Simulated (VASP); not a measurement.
# Au in VASP: further runs, part 2 of 2

VASP 6.6.1. The steps go on from the part before.

## Step 3: Single point, r2SCAN (strain +0.030 along x and y, +0.030 along z)

File POSCAR:

```
Au
1.0
    0.0000000000      2.1068650000      2.1068650000
    2.1068650000      0.0000000000      2.1068650000
    2.1068650000      2.1068650000      0.0000000000
Au
1
Direct
    0.0000000000      0.0000000000      0.0000000000
```

File INCAR.step1:

```
SYSTEM = Au
PREC     = Accurate       ! precision mode
ENCUT    = 520            ! plane-wave cutoff, eV
ISMEAR   = 0              ! smearing method
SIGMA    = 0.15           ! smearing width, eV
LREAL    = .False.        ! projectors in reciprocal space
LASPH    = .True.         ! aspherical terms in the spheres
NELM     = 100            ! most SCF steps
NBANDS   = 12             ! bands
GGA      = PE             ! functional
ALGO     = Normal         ! electronic algorithm
EDIFF    = 1E-4           ! SCF threshold, eV
LWAVE    = .True.         ! write WAVECAR
LCHARG   = .False.        ! write CHGCAR
```

File INCAR.step2:

```
SYSTEM = Au
PREC     = Accurate       ! precision mode
ENCUT    = 520            ! plane-wave cutoff, eV
EDIFF    = 1E-6           ! SCF threshold, eV
ISMEAR   = 0              ! smearing method
SIGMA    = 0.15           ! smearing width, eV
LREAL    = .False.        ! projectors in reciprocal space
LASPH    = .True.         ! aspherical terms in the spheres
NELM     = 100            ! most SCF steps
ALGO     = Normal         ! electronic algorithm
ISIF     = 2              ! what is computed and relaxed
LWAVE    = .False.        ! write WAVECAR
LCHARG   = .False.        ! write CHGCAR
METAGGA  = R2SCAN         ! meta-GGA
LMIXTAU  = .True.       
NBANDS   = 12             ! bands
ISTART   = 1
```

File KPOINTS:

```
Automatic mesh
0
Gamma
  20 20 20
  0 0 0
```

Potentials or basis: VASP PAW PBE potentials, release 64 (Au).

Run with:

```console
$ cat potpaw_PBE.64/Au/POTCAR > POTCAR
$ cp INCAR.step1 INCAR
$ mpirun -np 1 vasp_std > vasp.out
$ cp INCAR.step2 INCAR
$ mpirun -np 1 vasp_std > vasp.out
```

OUTCAR:

```text
SYSTEM = Au
   PREC = Accurate
   ENCUT = 520
   EDIFF = 1E-6
   ISMEAR = 0
   LREAL = .False.
   LASPH = .True.
   NELM = 100
   ISIF = 2
   METAGGA = R2SCAN
   ISTART = 1

 ion  position               nearest neighbor table
   1  0.000  0.000  0.000-

  LATTYP: Found a face centered cubic cell.
 ALAT       =     4.2137300000

  Lattice vectors:

 A1 = (   0.0000000000,   2.1068650000,   2.1068650000)
 A2 = (   2.1068650000,   0.0000000000,   2.1068650000)
 A3 = (   2.1068650000,   2.1068650000,   0.0000000000)

Analysis of symmetry for initial positions (statically):
=====================================================================
 Subroutine PRICEL returns:
 Original cell was already a primitive cell.

 Routine SETGRP: Setting up the symmetry group for a
 face centered cubic supercell.

 Subroutine GETGRP returns: Found 48 space group operations
 (whereof 48 operations were pure point group operations)
 out of a pool of 48 trial point group operations.

The static configuration has the point symmetry O_h .

Analysis of symmetry for dynamics (positions and initial velocities):
=====================================================================
 Subroutine PRICEL returns:
 Original cell was already a primitive cell.

 Routine SETGRP: Setting up the symmetry group for a
 face centered cubic supercell.

 Subroutine GETGRP returns: Found 48 space group operations
 (whereof 48 operations were pure point group operations)
 out of a pool of 48 trial point group operations.

The dynamic configuration has the point symmetry O_h .

 Subroutine INISYM returns: Found 48 space group operations
 (whereof 48 operations are pure point group operations),
 and found     1 'primitive' translations

----------------------------------------------------------------------------------------

                                     Primitive cell

  volume of cell :      18.7042

  direct lattice vectors                    reciprocal lattice vectors
     0.000000000  2.106865000  2.106865000    -0.237319430  0.237319430  0.237319430
     2.106865000  0.000000000  2.106865000     0.237319430 -0.237319430  0.237319430
[... 114 lines left out ...]
 non-spin polarized calculation
 Gauss-broadening in eV      SIGMA  =   0.15
  energy-cutoff  :      520.00
  volume of cell :       18.70
 maximum number of plane-waves:       531
 NGX is ok and might be reduce to    24
   NGX = 11   NGY = 11   NGZ = 11

 number of electron      10.9999998 magnetization

 Free energy of the ion-electron system (eV)
  ---------------------------------------------------
  ext. energy  EPLUGINS =         0.00000000
  ---------------------------------------------------
  free energy    TOTEN  =       -50.56782165 eV

  energy without entropy =      -50.56517593  energy(sigma->0) =      -50.56649879

 E-fermi :   7.8356     XC(G=0): -12.9753

 val. band max:        7.7589516070   @ k =   0.5000   0.3500   0.1500
 cond. band min:       7.8464624795   @ k =   0.5000   0.1500   0.0500
 fundamental gap:      0.0875108725
 Fermi energy:         7.8356406444

 k-point     1 :       0.0000    0.0000    0.0000
  band No.  band energies     occupation
      1      -1.2489      2.00000
      2       3.3917      2.00000
      3       3.3917      2.00000
      4       3.3917      2.00000
      5       4.6878      2.00000
      6       4.6878      2.00000
      7      23.2567      0.00000
      8      26.7654      0.00000
      9      26.7654      0.00000
     10      26.7654      0.00000
     11      31.7202      0.00000
     12      35.2658      0.00000
[... 331 lines left out ...]
 k-point    24 :      -0.3500    0.0500    0.0000
  band No.  band energies     occupation
      1       1.1256      2.00000
      2       3.4512      2.00000
      3       3.5023      2.00000
      4       4.6206      2.00000
      5       5.2754      2.00000
      6       5.8299      2.00000
      7      14.2912      0.00000
      8      23.2211      0.00000
      9      24.9815      0.00000
     10      26.5038      0.00000
     11      31.1410      0.00000
     12      31.7920      0.00000

 [... further k-points ...]

------------------------ aborting loop because EDIFF is reached ----------------------------------------

  FORCE on cell =-STRESS in cart. coord.  units (eV):
  Direction    XX          YY          ZZ          XY          YZ          ZX
  --------------------------------------------------------------------------------------
  -------------------------------------------------------------------------------------
  Total       -0.9381346     -0.9381346     -0.9381346      0.0000000     -0.0000000      0.0000000
  in kB      -80.3592003    -80.3592003    -80.3592003      0.0000000     -0.0000000      0.0000000
  external PRESSURE =     -80.3592003 kB  Pullay stress =       0.0000000 kB

 VOLUME and BASIS-vectors are now :
 -----------------------------------------------------------------------------
  energy-cutoff  :      520.00
  volume of cell :       18.70
      direct lattice vectors                 reciprocal lattice vectors
     0.000000000  2.106865000  2.106865000    -0.237319430  0.237319430  0.237319430
     2.106865000  0.000000000  2.106865000     0.237319430 -0.237319430  0.237319430
     2.106865000  2.106865000  0.000000000     0.237319430  0.237319430 -0.237319430

 POSITION                                       TOTAL-FORCE (eV/Angst)
 -----------------------------------------------------------------------------------
      0.00000      0.00000      0.00000         0.000000      0.000000      0.000000
 -----------------------------------------------------------------------------------
    total drift:                               -0.000000      0.000000     -0.000000

  FREE ENERGIE OF THE ION-ELECTRON SYSTEM (eV)
  ---------------------------------------------------
  free  energy   TOTEN  =       -50.5678216494 eV

  energy  without entropy=      -50.5651759304  energy(sigma->0) =      -50.56649879
```

OUTCAR.step1:

```text
SYSTEM = Au
   PREC = Accurate
   ENCUT = 520
   ISMEAR = 0
   LREAL = .False.
   LASPH = .True.
   NELM = 100
[... 577 lines left out ...]
 -----------------------------------------------------------------------------------
      0.00000      0.00000      0.00000         0.000000     -0.000000     -0.000000
 -----------------------------------------------------------------------------------
    total drift:                               -0.000000      0.000000     -0.000000

  FREE ENERGIE OF THE ION-ELECTRON SYSTEM (eV)
  ---------------------------------------------------
  free  energy   TOTEN  =        -3.2108005133 eV

  energy  without entropy=       -3.2079891509  energy(sigma->0) =       -3.20939483
```

Run time: 2 min. Hardware: 1 thread of Intel Xeon 8259CL, shared host; peak memory 0.19 GiB.

What came out:

```yaml
Free_energy: -50.5678 eV
Pressure: -8.0 GPa
Band_gap_on_the_k_mesh: zero (an odd number of electrons rules out a gap without spin polarisation)
```

Levels at points of the mesh, in eV from the Fermi level:
```csv
k point,band 2,band 3,band 4,band 5,band 6,band 7,band 8,band 9,band 10,band 11
"(0.00, 0.00, 0.00)",-4.44,-4.44,-4.44,-3.15,-3.15,15.42,18.93,18.93,18.93,23.88
"(0.50, 0.00, 0.00)",-4.48,-4.48,-2.09,-2.09,-0.34,2.70,14.87,17.17,17.17,24.52
"(0.50, 0.50, 0.00)",-6.24,-2.14,-1.80,-1.80,1.48,5.28,10.25,10.25,17.04,19.35
```

Caveat: the cell differs from its parent crystal (strain +0.030 along x and y, +0.030 along z); the cell stands under tension; the PAW data sets were made with another functional, which shifts forces and pressure a little; spin-orbit coupling is left out, which moves the levels of the heavy elements.

## Step 4: Single point, r2SCAN (strain -0.030 along x and y, -0.015 along z)

File POSCAR:

```
Au
1.0
    0.0000000000      1.9841350000      2.0148175000
    1.9841350000      0.0000000000      2.0148175000
    1.9841350000      1.9841350000      0.0000000000
Au
1
Direct
    0.0000000000      0.0000000000      0.0000000000
```

File INCAR.step1:

```
PREC = Accurate
ENCUT = 520
ISMEAR = 0
SIGMA = 0.15
LREAL = F
LASPH = T
NELM = 100
NBANDS = 12
GGA = PE
ALGO = Normal
EDIFF = 1E-4
LWAVE = T
LCHARG = F
```

File INCAR.step2:

```
PREC = Accurate
ENCUT = 520
EDIFF = 1E-6
ISMEAR = 0
SIGMA = 0.15
LREAL = F
LASPH = T
NELM = 100
ALGO = Normal
ISIF = 2
LWAVE = F
LCHARG = F
METAGGA = R2SCAN
LMIXTAU = T
NBANDS = 12
ISTART = 1
```

File KPOINTS:

```
regular mesh
0
Gamma
  20 20 20
```

Run with:

```console
$ cat potpaw_PBE.64/Au/POTCAR > POTCAR
$ cp INCAR.step1 INCAR
$ mpirun -np 1 vasp_std > vasp.out
$ cp INCAR.step2 INCAR
$ mpirun -np 1 vasp_std > vasp.out
```

It took 4.3 min on 1 thread of Intel Xeon 8259CL, shared host; peak memory 0.25 GiB.

The run converged. Its results:

```
Free energy            : -50.4948 eV
Pressure               : 21.4 GPa
Band gap on the k mesh : zero (an odd number of electrons rules out a gap without spin polarisation)
```

Stress tensor (GPa, compression positive):
```
21.66  0.00  0.00
 0.00 21.66  0.00
 0.00  0.00 20.94
```

Levels at points of the mesh, in eV from the Fermi level:
| k point | band 2 | band 3 | band 4 | band 5 | band 6 | band 7 | band 8 | band 9 | band 10 | band 11 |
| --- | --- | --- | --- | --- | --- | --- | --- | --- | --- | --- |
| (0.00, 0.00, 0.00) | -5.49 | -5.33 | -5.33 | -3.73 | -3.56 | 15.18 | 19.52 | 19.83 | 19.83 | 25.28 |
| (0.50, 0.00, 0.00) | -5.52 | -5.37 | -2.26 | -2.19 | -1.18 | 3.59 | 14.68 | 18.33 | 18.67 | 26.89 |
| (0.50, 0.50, 0.00) | -7.78 | -2.29 | -1.85 | -1.85 | 0.76 | 6.37 | 10.93 | 10.93 | 19.07 | 21.79 |
| (0.50, 0.00, 0.50) | -7.77 | -2.30 | -1.90 | -1.77 | 1.05 | 6.77 | 10.61 | 10.66 | 18.82 | 21.54 |

Caveat: the cell differs from its parent crystal (strain -0.030 along x and y, -0.015 along z); the cell stands under pressure; the PAW data sets were made with another functional, which shifts forces and pressure a little; spin-orbit coupling is left out, which moves the levels of the heavy elements.

## Step 5: Single point, r2SCAN (strain -0.030 along x and y, +0.000 along z)

File POSCAR:

```
Au
1.0
    0.0000000000      1.9841350000      2.0455000000
    1.9841350000      0.0000000000      2.0455000000
    1.9841350000      1.9841350000      0.0000000000
Au
1
Direct
    0.0000000000      0.0000000000      0.0000000000
```

File INCAR.step1:

```
SYSTEM = Au
PREC     = Accurate       ! precision mode
ENCUT    = 520            ! plane-wave cutoff, eV
ISMEAR   = 0              ! smearing method
SIGMA    = 0.15           ! smearing width, eV
LREAL    = .False.        ! projectors in reciprocal space
LASPH    = .True.         ! aspherical terms in the spheres
NELM     = 100            ! most SCF steps
NBANDS   = 12             ! bands
GGA      = PE             ! functional
ALGO     = Normal         ! electronic algorithm
EDIFF    = 1E-4           ! SCF threshold, eV
LWAVE    = .True.         ! write WAVECAR
LCHARG   = .False.        ! write CHGCAR
```

File INCAR.step2:

```
SYSTEM = Au
PREC     = Accurate       ! precision mode
ENCUT    = 520            ! plane-wave cutoff, eV
EDIFF    = 1E-7           ! SCF threshold, eV
ISMEAR   = 0              ! smearing method
SIGMA    = 0.15           ! smearing width, eV
LREAL    = .False.        ! projectors in reciprocal space
LASPH    = .True.         ! aspherical terms in the spheres
NELM     = 100            ! most SCF steps
ALGO     = Normal         ! electronic algorithm
ISIF     = 2              ! what is computed and relaxed
LWAVE    = .False.        ! write WAVECAR
LCHARG   = .True.         ! write CHGCAR
METAGGA  = R2SCAN         ! meta-GGA
LMIXTAU  = .True.       
LELF     = .True.         ! ELF
LVHAR    = .True.       
NBANDS   = 12             ! bands
ISTART   = 1
```

File KPOINTS:

```
Automatic mesh
0
Gamma
  20 20 20
  0 0 0
```

Run with:

```console
$ cat potpaw_PBE.64/Au/POTCAR > POTCAR
$ cp INCAR.step1 INCAR
$ mpirun -np 1 vasp_std > vasp.out
$ cp INCAR.step2 INCAR
$ mpirun -np 1 vasp_std > vasp.out
```

It took 5.1 min on 1 thread of Intel Xeon 8259CL, shared host; peak memory 0.25 GiB.

It converged, with:

```yaml
Free_energy: -50.5232 eV
Pressure: 17.5 GPa
Band_gap_on_the_k_mesh: zero (an odd number of electrons rules out a gap without spin polarisation)
```

Stress tensor (GPa, compression positive):
```
17.96  0.00  0.00
 0.00 17.96  0.00
 0.00  0.00 16.57
```

Levels at points of the mesh, in eV from the Fermi level:
| k point | band 3 | band 4 | band 5 | band 6 | band 7 | band 8 | band 9 | band 10 |
| --- | --- | --- | --- | --- | --- | --- | --- | --- |
| (0.00, 0.00, 0.00) | -5.19 | -5.19 | -3.78 | -3.44 | 15.21 | 19.26 | 19.85 | 19.85 |
| (0.50, 0.00, 0.00) | -5.21 | -2.30 | -2.15 | -1.11 | 3.49 | 14.66 | 18.07 | 18.72 |
| (0.50, 0.50, 0.00) | -2.28 | -1.87 | -1.87 | 0.63 | 5.97 | 11.07 | 11.07 | 19.06 |
| (0.50, 0.00, 0.50) | -2.30 | -1.97 | -1.71 | 1.18 | 6.76 | 10.46 | 10.54 | 18.57 |

Caveat: the cell differs from its parent crystal (strain -0.030 along x and y, +0.000 along z); the cell stands under pressure; the PAW data sets were made with another functional, which shifts forces and pressure a little; spin-orbit coupling is left out, which moves the levels of the heavy elements.

## Step 6: Overview

| cell | gap on the mesh (eV) | pressure (GPa) |
| --- | --- | --- |
| a = 2.936 Å, angles 60.0°, 1 atom | none | -2.7 |
| a = 2.980 Å, angles 60.0°, 1 atom | none | -8.0 |
| a = 2.828, b = 2.828, c = 2.806 Å, angles 60.3, 60.3, 59.5°, 1 atom | none | 21.4 |
| a = 2.850, b = 2.850, c = 2.806 Å, angles 60.5, 60.5, 59.0°, 1 atom | none | 17.5 |

Alike in all rows: task single point; level r2SCAN; potentials or basis VASP PAW PBE potentials, release 64 (Au); no spin polarisation; k mesh 20 × 20 × 20; cutoff (eV) 520; smearing gaussian 0.15 eV.

Caveats: the PAW data sets were made with another functional, which shifts forces and pressure a little; spin-orbit coupling is left out, which moves the levels of the heavy elements; the cell stands under pressure (at least some runs); the cell stands under tension (at least some runs).

Absolute energies hang on the potentials; compare differences alone.

The gap in the log of VASP goes by the Fermi energy; the results here count the filled bands.